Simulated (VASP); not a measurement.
Here is a VASP 6.6.1 calculation.

The input INCAR:

```
ALGO = Normal
EDIFF = 1E-6
ENCUT = 520
GGA = PE
ISIF = 2
ISMEAR = -1
LASPH = True
LCHARG = True
LELF = True
LREAL = False
LVHAR = True
LWAVE = False
NBANDS = 26
NELM = 60
PREC = Accurate
SIGMA = 0.05
```

KPOINTS

```
k-points
0
Gamma
  11 11 11
```

File POSCAR:

```
NbP
1.0
   -1.6749232544      1.6749232544      5.7401081759
    1.6749232544     -1.6749232544      5.7401081759
    1.6749232544      1.6749232544     -5.7401081759
Nb P
2 2
Direct
    0.2498808000      0.7498808000      0.5000000000
    0.4998808000      0.4998808000      0.0000000000
    0.8327477700      0.3327477700      0.5000000000
    0.0827477700      0.0827477700      0.0000000000
```

Potentials or basis: VASP PAW PBE potentials, release 64 (Nb_sv, P).

Run with:

```console
$ cat potpaw_PBE.64/Nb_sv/POTCAR potpaw_PBE.64/P/POTCAR > POTCAR
$ mpirun -np 1 vasp_std > vasp.out
```

**Question.** What does it give for the largest force?

**Answer.** 0.015 eV/Å.

**Question.** Estimate the band gap on the k mesh.

**Answer.** Zero (filled and empty bands touch).

**Question.** What does it give for the pressure?

**Answer.** -1.5 GPa.

Stress tensor (GPa, compression positive):
```
-1.35  0.00  0.00
 0.00 -1.35  0.00
 0.00  0.00 -1.69
```
